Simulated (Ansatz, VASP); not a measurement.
**Mg3NbO2: VASP beside Ansatz**

INCAR

```
PREC = Accurate
ENCUT = 750
EDIFF = 1E-6
ISMEAR = 0
SIGMA = 0.1
LREAL = False
LASPH = True
NELM = 120
ALGO = Normal
ISIF = 2
LWAVE = False
LCHARG = False
GGA = PE
NBANDS = 36
GGA_COMPAT = False
```

The input KPOINTS:

```
Automatic mesh
0
Gamma
  6 6 4
```

File POSCAR:

```
Mg3NbO2
1.0
    4.7412716900      0.0000000000      0.0000000000
   -2.3706358500      4.1060617300      0.0000000000
    0.0000000000      0.0000000000      4.2129304000
Mg Nb O
3 1 2
Direct
    0.5197700900      0.4802299100      0.5000000000
    0.5197700900      0.0395401900      0.5000000000
    0.9604598100      0.4802299100      0.5000000000
    0.3333333300      0.6666666700      0.0000000000
    0.3333333300      0.6666666700      0.5000000000
    0.0000000000      0.0000000000      0.0000000000
```

Input for Ansatz:

```yaml
crystal:
  lattice:
    - [4.74127169, 0.0, 0.0]
    - [-2.37063585, 4.10606173, 0.0]
    - [0.0, 0.0, 4.2129304]
  atoms:
    - { symbol: Mg, position: [0.51977009, 0.48022991, 0.5] }
    - { symbol: Mg, position: [0.51977009, 0.03954019, 0.5] }
    - { symbol: Mg, position: [0.96045981, 0.48022991, 0.5] }
    - { symbol: Nb, position: [0.33333333, 0.66666667, 0.0] }
    - { symbol: O, position: [0.33333333, 0.66666667, 0.5] }
    - { symbol: O, position: [0.0, 0.0, 0.0] }
basis:
  ecutwfc: 420
kpoints:
  mp_grid: { grid: [6, 6, 4] }
hamiltonian:
  xc: pbe
scf:
  occupations: { method: gaussian, width: 0.1 }
  lower_state_search: "off"
output:
  forces: true
  stress: true
  eigenvalues: true
```

Alike in both runs: task single point; functional PBE; k mesh 6 × 6 × 4; occupations gaussian, width 0.1 eV; no spin polarisation.

|  | VASP | Ansatz |
| --- | --- | --- |
| version | VASP 6.6.1 | Ansatz 0.2.0 |
| potentials or method | VASP PAW PBE potentials, release 64 (Mg_sv, Nb_sv, O), cutoff 750 eV | scalar-relativistic, plane waves, PAW |
| valence electrons in the cell | 55 | 55 |

Ansatz gave:

```
gap on the k mesh at the Fermi level (eV) : none
rms of the force components (eV/Å)        : 2.384
```

Problem. What did VASP give for the same quantities?

Solution. gap on the k mesh at the Fermi level (eV): none; rms of the force components (eV/Å): 2.464.

Atom by atom the forces differ by 0.080 eV/Å (rms over components). A gap of «none» marks a metal or a gap that the smearing closes.

The k mesh is coarse, so the values compare programs but aren't converged.
